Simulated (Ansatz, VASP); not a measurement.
**One calculation of ZnTe2O3, two programs**

```
Zn Te O
1.0
     2.91100    1.68066    3.04886
    -2.91100    1.68066    3.04886
     0.00000   -3.36133    3.04886
Zn Te O
1 2 3
Direct
  0.00000 0.00000 0.00000
  0.67185 0.67185 0.67185
  0.32815 0.32815 0.32815
  0.00000 0.50000 0.00000
  0.50000 0.00000 0.00000
  0.00000 0.00000 0.50000
```

Change from the starting cell: species swapped into the Ce2Al3Fe type (R-3m, No. 166).

Alike in both runs: functional PBE; k mesh 12 × 12 × 12; occupations gaussian, width 0.1 eV; no spin polarisation.

Ansatz relaxed the structure, and its values are those at the end. VASP's run is a single point on that final structure, the one shown.

|  | VASP | Ansatz |
| --- | --- | --- |
| version | VASP 6.6.1 | Ansatz 0.2.0 |
| potentials or method | VASP PAW PBE potentials, release 64 (Zn, Te, O), cutoff 520 eV | scalar-relativistic, plane waves, PAW |
| valence electrons in the cell | 42 | 62 |

VASP gave:

- gap on the k mesh at the Fermi level (eV): none
- pressure (GPa): -0.2
- rms of the force components (eV/Å): 0.008

Question: Estimate Ansatz's values.

Answer: gap on the k mesh at the Fermi level (eV): none; pressure (GPa): 0.0; rms of the force components (eV/Å): 0.000.

A gap of «none» marks a metal or a gap that the smearing closes. With one functional, cell and mesh, what is left measures potentials, basis and numerics. VASP's potentials hold 42 valence electrons a cell and Ansatz's 62, so a difference there can come from the potentials and not from the codes.

Spin-orbit coupling is off throughout.
